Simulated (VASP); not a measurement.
# KCl (P4/mmm) in VASP: further runs

The runs below take KCl through single point, with LDA.

All numbers are computed with VASP 6.6.1; they aren't measurements. Logs are shortened: lines on timing, memory, paths and dates and some standing lists are left out, and cuts for length are marked.

## (1) The cell of the first run

The structure is tetragonal, space group P4/mmm (No. 123). The conventional cell has a = 3.839 Å, b = 3.839 Å, c = 3.686 Å, α = 90.00°, β = 90.00°, γ = 90.00°. Within 4.3 Å of K (site symmetry 4/mmm) lie 8 Cl at 3.28 Å and 6 K at 3.69 to 3.84 Å. Within 4.3 Å of Cl (site symmetry 4/mmm) lie 8 K at 3.28 Å and 6 Cl at 3.69 to 3.84 Å.

## (2) Single point, LDA (strain -0.0400 x Voigt [0, 1, 0, 0, 0, 0])

Input file INCAR:

```
PREC = Accurate ; ENCUT = 520
EDIFF = 1E-6 ; ISMEAR = 0
SIGMA = 0.05 ; LREAL = F
LASPH = T ; NELM = 60
ALGO = Normal ; ISIF = 2
LWAVE = F ; LCHARG = F
GGA = CA ; NBANDS = 15
```

Input file KPOINTS:

```
regular mesh
0
Gamma
  6 6 6
```

Input file POSCAR:

```
KCl
1.0
    3.8391960000      0.0000000000      0.0000000000
    0.0000000000      3.6856281600      0.0000000000
    0.0000000000      0.0000000000      3.8391960000
K Cl
1 1
Direct
    0.0000000000      0.0000000000      0.0000000000
    0.5000000000      0.5000000000      0.5000000000
```

Potentials or basis: VASP PAW LDA potentials, release 64 (K_sv, Cl).

On the command line:

```bash
$ cat potpaw_LDA.64/K_sv/POTCAR potpaw_LDA.64/Cl/POTCAR > POTCAR
$ mpirun -np 1 vasp_std > vasp.out
```

OUTCAR:

```text
PREC = Accurate
   ENCUT = 520
   EDIFF = 1E-6
   ISMEAR = 0
   LREAL = F
   LASPH = T
   NELM = 60
   ISIF = 2
   GGA = CA

 ion  position               nearest neighbor table
   1  0.000  0.000  0.000-
   2  0.500  0.500  0.500-

  LATTYP: Found a simple tetragonal cell.
 ALAT       =     3.8391960000
 C/A-ratio  =     0.9600000000

  Lattice vectors:

 A1 = (  -3.8391960000,   0.0000000000,   0.0000000000)
 A2 = (   0.0000000000,   0.0000000000,   3.8391960000)
 A3 = (   0.0000000000,   3.6856281600,   0.0000000000)

Analysis of symmetry for initial positions (statically):
=====================================================================
 Subroutine PRICEL returns:
 Original cell was already a primitive cell.

 Routine SETGRP: Setting up the symmetry group for a
 simple tetragonal supercell.

 Subroutine GETGRP returns: Found 16 space group operations
 (whereof 16 operations were pure point group operations)
 out of a pool of 16 trial point group operations.

The static configuration has the point symmetry D_4h.

Analysis of symmetry for dynamics (positions and initial velocities):
=====================================================================
 Subroutine PRICEL returns:
 Original cell was already a primitive cell.

 Routine SETGRP: Setting up the symmetry group for a
 simple tetragonal supercell.

 Subroutine GETGRP returns: Found 16 space group operations
 (whereof 16 operations were pure point group operations)
 out of a pool of 16 trial point group operations.

The dynamic configuration has the point symmetry D_4h.

 Subroutine INISYM returns: Found 16 space group operations
 (whereof 16 operations are pure point group operations),
 and found     1 'primitive' translations

----------------------------------------------------------------------------------------

                                     Primitive cell

  volume of cell :      54.3240

  direct lattice vectors                    reciprocal lattice vectors
     3.839196000  0.000000000  0.000000000     0.260471203  0.000000000  0.000000000
     0.000000000  3.685628160  0.000000000     0.000000000  0.271324170  0.000000000
     0.000000000  0.000000000  3.839196000     0.000000000  0.000000000  0.260471203

  length of vectors
     3.839196000  3.685628160  3.839196000     0.260471203  0.271324170  0.260471203

  position of ions in fractional coordinates (direct lattice)
     0.000000000  0.000000000  0.000000000
[... 83 lines left out ...]
   NFREE  =      0    steps in history (QN), initial steepest desc. (CG)
   ISIF   =      2    stress and relaxation
   ISYM   =      2    0-nonsym 1-usesym 2-fastsym
   POTIM  = 0.5000    time-step for ionic-motion
   TEBEG  =    0.0;   TEEND  =   0.0 temperature during run
   PSTRESS=    0.0 pullay stress
   NELECT =      16.0000    total number of electrons
   NUPDOWN=      -1.0000    fix difference up-down
   EMIN   =  10.00;   EMAX   =-10.00  energy-range for DOS
   EFERMI =   0.00;   METHOD = LEGACY
   ISMEAR =     0;   SIGMA  =   0.05  broadening in eV -4-tet -1-fermi 0-gaus
   EFERMI_NEDOS =   21; number of points for ismear=-14 and -15
   IALGO  =     38    algorithm
   IMIX   =      4    mixing-type and parameters
     AMIX     =   0.40;   BMIX     =  1.00
     AMIX_MAG =   1.60;   BMIX_MAG =  1.00
  volume/ion in A,a.u.               =      27.16       183.30
  Fermi-wavevector in a.u.,A,eV,Ry     =   1.089225  2.058336 16.142093  1.186410
  Thomas-Fermi vector in A             =   2.225423
   LORBIT       =      0    0 simple, 1 ext, 2 COOP (PROOUT), +10 PAW based schemes
   GGA     = CA    functional components
   LHFCALC =     F    Hartree Fock is set to
   AEXX    =    0.0000 exact exchange contribution
   IVDW    =     0    specifies the selected vdW correction
   LEPSILON=     F    determine dielectric tensor
   LRPA    =     F    only Hartree local field effects (RPA)
 non-spin polarized calculation
 Gauss-broadening in eV      SIGMA  =   0.05
  energy-cutoff  :      520.00
  volume of cell :       54.32
 maximum number of plane-waves:      1476
 NGX is ok and might be reduce to    30
   NGX = 15   NGY = 13   NGZ = 15

 number of electron      16.0000002 magnetization

 Free energy of the ion-electron system (eV)
  ---------------------------------------------------
  ext. energy  EPLUGINS =         0.00000000
  ---------------------------------------------------
  free energy    TOTEN  =        -7.28692062 eV

  energy without entropy =       -7.28692062  energy(sigma->0) =       -7.28692062

 E-fermi :  -0.4245     XC(G=0):  -8.7999

 val. band max:       -0.7261885722   @ k =   0.5000   0.0000   0.5000
 cond. band min:       3.6600293625   @ k =   0.0000   0.0000   0.0000
 fundamental gap:      4.3862179347
 Fermi energy:        -0.4244857280

 k-point     1 :       0.0000    0.0000    0.0000
  band No.  band energies     occupation
      1     -28.4834      2.00000
      2     -13.4234      2.00000
      3     -12.1016      2.00000
      4     -12.1016      2.00000
      5     -12.0726      2.00000
      6      -1.1530      2.00000
      7      -1.1530      2.00000
      8      -0.9177      2.00000
      9       3.6600      0.00000
     10       5.2487      0.00000
     11       5.4433      0.00000
     12       9.5215      0.00000
     13       9.8352      0.00000
     14       9.8352      0.00000
[... 401 lines left out ...]
      2     -13.2874      2.00000
      3     -12.2972      2.00000
      4     -12.1432      2.00000
      5     -12.0803      2.00000
      6      -2.1170      2.00000
      7      -1.9680      2.00000
      8      -1.3920      2.00000
      9       6.1635      0.00000
     10       6.9082      0.00000
     11       7.7857      0.00000
     12       7.9233      0.00000
     13       8.6892      0.00000
     14       9.0631      0.00000
     15      11.7974      0.00000

 [... further k-points ...]
[... 5 lines left out ...]
  --------------------------------------------------------------------------------------
  -------------------------------------------------------------------------------------
  Total       -1.0743074     -0.4657017     -1.0743074     -0.0000000      0.0000000      0.0000000
  in kB      -31.6845158    -13.7349248    -31.6845158     -0.0000000      0.0000000      0.0000000
  external PRESSURE =     -25.7013188 kB  Pullay stress =       0.0000000 kB

 VOLUME and BASIS-vectors are now :
 -----------------------------------------------------------------------------
  energy-cutoff  :      520.00
  volume of cell :       54.32
      direct lattice vectors                 reciprocal lattice vectors
     3.839196000  0.000000000  0.000000000     0.260471203  0.000000000  0.000000000
     0.000000000  3.685628160  0.000000000     0.000000000  0.271324170  0.000000000
     0.000000000  0.000000000  3.839196000     0.000000000  0.000000000  0.260471203

 POSITION                                       TOTAL-FORCE (eV/Angst)
 -----------------------------------------------------------------------------------
      0.00000      0.00000      0.00000         0.000000      0.000000      0.000000
      1.91960      1.84281      1.91960         0.000000      0.000000      0.000000
 -----------------------------------------------------------------------------------
    total drift:                                0.000000      0.000000     -0.000000

  FREE ENERGIE OF THE ION-ELECTRON SYSTEM (eV)
  ---------------------------------------------------
  free  energy   TOTEN  =        -7.2869206213 eV

  energy  without entropy=       -7.2869206213  energy(sigma->0) =       -7.28692062
```

stdout:

```text
POSCAR found type information on POSCAR K Cl
 POSCAR found :  2 types and       2 ions
 scaLAPACK will be used
 LDA part: xc-table for (Slater(with rela. corr.)+CA(PZ))
 , standard interpolation
 POSCAR, INCAR and KPOINTS ok, starting setup
 FFT: planning ... GRIDC
 FFT: planning ... GRID_SOFT
 FFT: planning ... GRID
 WAVECAR not read
 entering main loop
```

Run time: 29 s. Hardware: 1 thread of Intel Xeon Platinum 8488C (Sapphire Rapids), shared host; peak memory 0.16 GiB.

Results:

- Free energy: -7.2869 eV
- Pressure: -2.6 GPa
- Band gap on the k mesh: 4.39 eV (least direct gap 4.58 eV)

Caveat: the cell differs from its parent crystal (strain -0.0400 x Voigt [0, 1, 0, 0, 0, 0]). A k mesh can miss the band edges.

[end of part 1 of 2]
